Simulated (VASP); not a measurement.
# Zr3S2: single point with PBE

The system is Zr3S2.

```
Zr S
1.0
     2.89521    1.67155    3.48037
    -2.89521    1.67155    3.48037
     0.00000   -3.34310    3.48037
Zr S
3 2
Direct
  0.16211 0.83789 0.50000
  0.50000 0.16211 0.83789
  0.83789 0.50000 0.16211
  0.33478 0.33478 0.33478
  0.66522 0.66522 0.66522
```

| Quantity | Value |
| --- | --- |
| Program | VASP 6.6.1 |
| Task | single point |
| Functional | PBE |
| Potentials or basis | VASP PAW PBE potentials, release 64 (Zr_sv, S) |
| Cutoff | 520 eV |
| k mesh | 6 × 6 × 6 |
| Occupations | gaussian, width 0.15 eV |
| Spin | no spin polarisation |
| Dipole correction | no |
| Further INCAR settings | ALGO = Normal; EDIFF = 1e-07; NBANDS = 32 |

```
Pressure               : 0.0 GPa
Largest force          : 0.013 eV/Å
Band gap on the k mesh : zero (band 24 reaches 9.08 eV, above the bottom of band 25 at 8.83 eV)
```

Forces in eV/Å, atoms in the order of the input:
```
Zr  -0.013  0.000  0.000
Zr   0.007 -0.011  0.000
Zr   0.007  0.011  0.000
S    0.000  0.000  0.005
S    0.000  0.000 -0.005
```

Stress tensor (GPa, compression positive):
```
-0.03  0.00  0.00
 0.00 -0.03  0.00
 0.00  0.00  0.09
```

Levels at points of the mesh, in eV from the Fermi level:
```tsv
k point	band 21	band 22	band 23	band 24	band 25	band 26	band 27	band 28
(0.00, 0.00, 0.00)	-2.61	-1.83	0.10	0.10	0.70	0.70	2.02	2.77
(0.50, 0.00, 0.00)	-1.20	-1.12	-0.85	-0.67	-0.13	1.03	1.77	1.81
(0.50, 0.50, 0.00)	-1.88	-1.22	-0.83	-0.28	-0.03	0.92	1.91	2.02
(0.50, 0.50, 0.50)	-0.79	-0.38	-0.18	-0.18	0.33	0.33	1.08	1.08
```

Run time: 100 s on 1 thread of Intel(R) Xeon(R) Platinum 8488C (Sapphire Rapids), with other jobs on the host, peak memory 0.24 GiB.
